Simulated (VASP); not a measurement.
Set up this calculation in VASP 6.6.1, as the native input.

| Quantity | Value |
| --- | --- |
| Task | relaxation of cell and atoms |
| Functional | PBE |
| Potentials or basis | VASP PAW PBE potentials, release 64 (Al, Si) |
| Cutoff | 600 eV |
| k mesh | 12 × 12 × 8 |
| Occupations | gaussian, width 0.1 eV |
| Spin | no spin polarisation |
| Dipole correction | no |
| Further INCAR settings | ALGO = Normal; EDIFF = 1e-07; IBRION = 2; EDIFFG = -0.01; NSW = 100; ISIF = 3 |

The structure of AlSi5 lies in POSCAR:

```
AlSi5
1.0
    4.9164358370      0.0000000000      0.0000000000
   -2.4582179185      4.2577583309      0.0000000000
    0.0000000000      0.0000000000      4.6389238718
Al Si
1 5
Direct
    0.0000000000      0.0000000000      0.5000000000
    0.3333333333      0.6666666667      0.5000000000
    0.6666666667      0.3333333333      0.5000000000
    0.5000000000      0.0000000000      0.0000000000
    0.0000000000      0.5000000000      0.0000000000
    0.5000000000      0.5000000000      0.0000000000
```

The input as run:

INCAR

```
SYSTEM = AlSi5
PREC     = Accurate       ! precision mode
ENCUT    = 600            ! plane-wave cutoff, eV
EDIFF    = 1E-7           ! SCF threshold, eV
ISMEAR   = 0              ! smearing method
SIGMA    = 0.1            ! smearing width, eV
LREAL    = .False.        ! projectors in reciprocal space
LASPH    = .True.         ! aspherical terms in the spheres
NELM     = 100            ! most SCF steps
ALGO     = Normal         ! electronic algorithm
ISIF     = 3              ! what is computed and relaxed
LWAVE    = .False.        ! write WAVECAR
LCHARG   = .False.        ! write CHGCAR
GGA      = PE             ! functional
IBRION   = 2              ! ionic algorithm
NSW      = 100            ! ionic steps
EDIFFG   = -0.01          ! ionic threshold
```

KPOINTS

```
Automatic mesh
0
Gamma
  12 12 8
  0 0 0
```

Potentials or basis: VASP PAW PBE potentials, release 64 (Al, Si).

Launch:

```bash
$ cat potpaw_PBE.64/Al/POTCAR potpaw_PBE.64/Si/POTCAR > POTCAR
$ mpirun -np 1 vasp_std > vasp.out
```

It gave:

```json
{"Relaxed volume": "16.33 Å³/atom", "Relaxed cell": "a = 4.895 Å, b = 4.895 Å, c = 4.721 Å, α = 90.00°, β = 90.00°, γ = 120.00°", "Space group after relaxing (to 0.05 Å)": "P6/mmm (No. 191)", "Energy gained by relaxing": "0.8 meV/atom", "Ionic steps": "5", "Pressure after relaxing": "-0.1 GPa"}
```

Run time: 5.1 min on 1 thread of Intel(R) Xeon(R) Platinum 8488C (Sapphire Rapids), with other jobs on the host, peak memory 0.34 GiB.
